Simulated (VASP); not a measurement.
# Sn (I4_1/amd) in VASP: further runs, part 2 of 3

VASP 6.6.1.

## (4) Single point, LDA (strain -0.0100 x Voigt [0, 1, 0, 0, 0, 0])

File INCAR:

```
SYSTEM = Sn
PREC = Accurate
ENCUT = 520
EDIFF = 1E-7
ISMEAR = 0
SIGMA = 0.15
LREAL = .False.
LASPH = .True.
NELM = 60
ALGO = Fast
ISIF = 2
LWAVE = .False.
LCHARG = .True.
LELF = .True.
LVHAR = .True.
NBANDS = 21
```

File KPOINTS:

```
regular mesh
0
Gamma
  12 12 12
  0 0 0
```

File POSCAR:

```
Sn
1.0
    0.0000000000      3.2131440000      3.2456000000
    3.2456000000      0.0000000000      3.2456000000
    3.2456000000      3.2131440000      0.0000000000
Sn
2
Direct
    0.5000000000      0.5000000000      0.5000000000
    0.7500000000      0.7500000000      0.7500000000
```

Potentials or basis: VASP PAW LDA potentials, release 64 (Sn_d).

Launch:

```bash
> cat potpaw_LDA.64/Sn_d/POTCAR > POTCAR
> mpirun -np 1 vasp_std > vasp.out
```

OUTCAR:

```text
SYSTEM = Sn
   PREC = Accurate
   ENCUT = 520
   EDIFF = 1E-7
   ISMEAR = 0
   LREAL = .False.
   LASPH = .True.
   NELM = 60
   ISIF = 2

 ion  position               nearest neighbor table
   1  0.500  0.500  0.500-   2 2.80   2 2.80   2 2.80   2 2.80
   2  0.750  0.750  0.750-   1 2.80   1 2.80   1 2.80   1 2.80

  LATTYP: Found a body centered tetragonal cell.
 ALAT       =     4.5899715380
 C/A-ratio  =     1.4000714267

  Lattice vectors:

 A1 = (   0.0000000000,  -3.2131440000,   3.2456000000)
 A2 = (   0.0000000000,  -3.2131440000,  -3.2456000000)
 A3 = (   3.2456000000,   3.2131440000,   0.0000000000)

Analysis of symmetry for initial positions (statically):
=====================================================================
 Subroutine PRICEL returns:
 Original cell was already a primitive cell.

 Routine SETGRP: Setting up the symmetry group for a
 body centered tetragonal supercell.

 Subroutine GETGRP returns: Found 16 space group operations
 (whereof  8 operations were pure point group operations)
 out of a pool of 16 trial point group operations.

The static configuration has the point symmetry D_2d.
 The point group associated with its full space group is D_4h.
[... 160 lines left out ...]
  free energy    TOTEN  =        -8.94275736 eV

  energy without entropy =       -8.94066593  energy(sigma->0) =       -8.94171165

 E-fermi :   5.4626     XC(G=0):  -9.2347

 val. band max:        5.4298292019   @ k =   0.0833   0.0000   0.0000
 cond. band min:       5.5293371050   @ k =   0.0000   0.0000   0.0000
 fundamental gap:      0.0995079031
 Fermi energy:         5.4626216642

 k-point     1 :       0.0000    0.0000    0.0000
  band No.  band energies     occupation
      1     -16.1700      2.00000
      2     -16.1657      2.00000
      3     -16.1657      2.00000
      4     -16.1051      2.00000
      5     -16.1033      2.00000
      6     -15.7864      2.00000
[... 565 lines left out ...]
     20      13.3349      0.00000
     21      13.4603      0.00000

 [... further k-points ...]

------------------------ aborting loop because EDIFF is reached ----------------------------------------

  FORCE on cell =-STRESS in cart. coord.  units (eV):
  Direction    XX          YY          ZZ          XY          YZ          ZX
  --------------------------------------------------------------------------------------
  -------------------------------------------------------------------------------------
  Total       -0.0061779      0.1270513     -0.0061779      0.0000000      0.0000000      0.0000000
  in kB       -0.1462174      3.0070418     -0.1462174      0.0000000      0.0000000      0.0000000
  external PRESSURE =       0.9048690 kB  Pullay stress =       0.0000000 kB

 VOLUME and BASIS-vectors are now :
 -----------------------------------------------------------------------------
  energy-cutoff  :      520.00
  volume of cell :       67.69
      direct lattice vectors                 reciprocal lattice vectors
     0.000000000  3.213144000  3.245600000    -0.154054720  0.155610829  0.154054720
     3.245600000  0.000000000  3.245600000     0.154054720 -0.155610829  0.154054720
     3.245600000  3.213144000  0.000000000     0.154054720  0.155610829 -0.154054720

 POSITION                                       TOTAL-FORCE (eV/Angst)
 -----------------------------------------------------------------------------------
      3.24560      3.21314      3.24560         0.000000      0.000000      0.000000
      4.86840      4.81972      4.86840         0.000000     -0.000000      0.000000
 -----------------------------------------------------------------------------------
    total drift:                                0.000000      0.000000      0.000000

  FREE ENERGIE OF THE ION-ELECTRON SYSTEM (eV)
  ---------------------------------------------------
  free  energy   TOTEN  =        -8.9427573622 eV

  energy  without entropy=       -8.9406659315  energy(sigma->0) =       -8.94171165
```

OSZICAR:

```text
N       E                     dE             d eps       ncg     rms          rms(c)
DAV:   1     0.230591250355E+03    0.23059E+03   -0.14909E+04  6949   0.195E+03
DAV:   2     0.168756752158E+02   -0.21372E+03   -0.20915E+03  6886   0.450E+02
DAV:   3    -0.821880063569E+01   -0.25094E+02   -0.24947E+02  8061   0.143E+02
DAV:   4    -0.904373579355E+01   -0.82494E+00   -0.82463E+00  7776   0.292E+01
DAV:   5    -0.907211100285E+01   -0.28375E-01   -0.28375E-01  9976   0.530E+00    0.334E+00
RMM:   6    -0.898454027766E+01    0.87571E-01   -0.31863E-02  8409   0.195E+00    0.194E+00
RMM:   7    -0.894166515402E+01    0.42875E-01   -0.68513E-02  8900   0.227E+00    0.152E-01
RMM:   8    -0.894242841876E+01   -0.76326E-03   -0.78272E-03  9285   0.894E-01    0.542E-02
RMM:   9    -0.894272028983E+01   -0.29187E-03   -0.27789E-03 10176   0.486E-01    0.630E-02
RMM:  10    -0.894273213936E+01   -0.11850E-04   -0.49560E-04  9346   0.247E-01    0.121E-02
RMM:  11    -0.894275638734E+01   -0.24248E-04   -0.26392E-04 11575   0.128E-01    0.142E-02
RMM:  12    -0.894275711013E+01   -0.72279E-06   -0.16400E-05 11139   0.342E-02    0.348E-03
RMM:  13    -0.894275738273E+01   -0.27260E-06   -0.27494E-06 10711   0.120E-02    0.350E-03
RMM:  14    -0.894275736224E+01    0.20490E-07   -0.31453E-07  5935   0.481E-03
   1 F= -.89427574E+01 E0= -.89417116E+01  d E =-.209143E-02
```

Run time: 4.7 min. Hardware: 1 thread of Intel Xeon Platinum 8259CL at 2.50GHz (Skylake/Cascade Lake), shared host; peak memory 0.3 GiB.

Results:

* Free energy: -8.9428 eV
* Pressure: 0.1 GPa
* Band gap on the k mesh: zero (bands 14 and 15 overlap by 0.15 eV)

Levels at points of the mesh, in eV from the Fermi level:
```csv
k point,band 12,band 13,band 14,band 15,band 16,band 17
"(0.00, 0.00, 0.00)",-0.73,0.07,0.07,0.13,2.12,2.17
"(0.50, 0.00, 0.00)",-6.37,-1.17,-1.09,-0.08,3.21,3.25
"(0.50, 0.50, 0.00)",-7.60,-2.47,-2.47,0.78,0.78,7.70
"(0.50, 0.00, 0.50)",-7.56,-2.53,-2.53,0.71,0.71,7.72
```

Caveat: the cell differs from its parent crystal (strain -0.0100 x Voigt [0, 1, 0, 0, 0, 0]); spin-orbit coupling is left out, which moves the levels of the heavy elements.

## (5) Single point, LDA (strain +0.0050 x Voigt [0, 1, 0, 0, 0, 0])

File INCAR:

```
ALGO = Fast
EDIFF = 1E-7
ENCUT = 520
ISIF = 2
ISMEAR = 0
LASPH = True
LCHARG = False
LREAL = False
LWAVE = False
NBANDS = 21
NELM = 60
PREC = Accurate
SIGMA = 0.15
```

File KPOINTS:

```
k-points
0
Gamma
  12 12 12
```

File POSCAR:

```
Sn
1.0
    0.0000000000      3.2618280000      3.2456000000
    3.2456000000      0.0000000000      3.2456000000
    3.2456000000      3.2618280000      0.0000000000
Sn
2
Direct
    0.5000000000      0.5000000000      0.5000000000
    0.7500000000      0.7500000000      0.7500000000
```

Launch:

```bash
> cat potpaw_LDA.64/Sn_d/POTCAR > POTCAR
> mpirun -np 1 vasp_std > vasp.out
```

It took 4.8 min on 1 thread of Intel Xeon Platinum 8259CL at 2.50GHz (Skylake/Cascade Lake), shared host; peak memory 0.3 GiB.

It converged, with:

```yaml
Free_energy: -8.9419 eV
Pressure: -0.6 GPa
Band_gap_on_the_k_mesh: zero (bands 14 and 15 overlap by 0.21 eV)
```

Stress tensor (GPa, compression positive):
```
-0.50  0.00  0.00
 0.00 -0.66  0.00
 0.00  0.00 -0.50
```

Levels at points of the mesh, in eV from the Fermi level:
| k point | band 11 | band 12 | band 13 | band 14 | band 15 | band 16 | band 17 | band 18 |
| --- | --- | --- | --- | --- | --- | --- | --- | --- |
| (0.00, 0.00, 0.00) | -10.60 | -0.82 | 0.08 | 0.11 | 0.11 | 2.15 | 2.15 | 2.17 |
| (0.50, 0.00, 0.00) | -8.99 | -6.30 | -1.11 | -1.08 | -0.10 | 3.22 | 3.24 | 5.55 |
| (0.50, 0.50, 0.00) | -7.52 | -7.52 | -2.44 | -2.44 | 0.77 | 0.77 | 7.63 | 7.63 |
| (0.50, 0.00, 0.50) | -7.54 | -7.54 | -2.41 | -2.41 | 0.80 | 0.80 | 7.62 | 7.62 |

Caveat: the cell differs from its parent crystal (strain +0.0050 x Voigt [0, 1, 0, 0, 0, 0]); spin-orbit coupling is left out, which moves the levels of the heavy elements.

(Continued in part 3 of 3.)
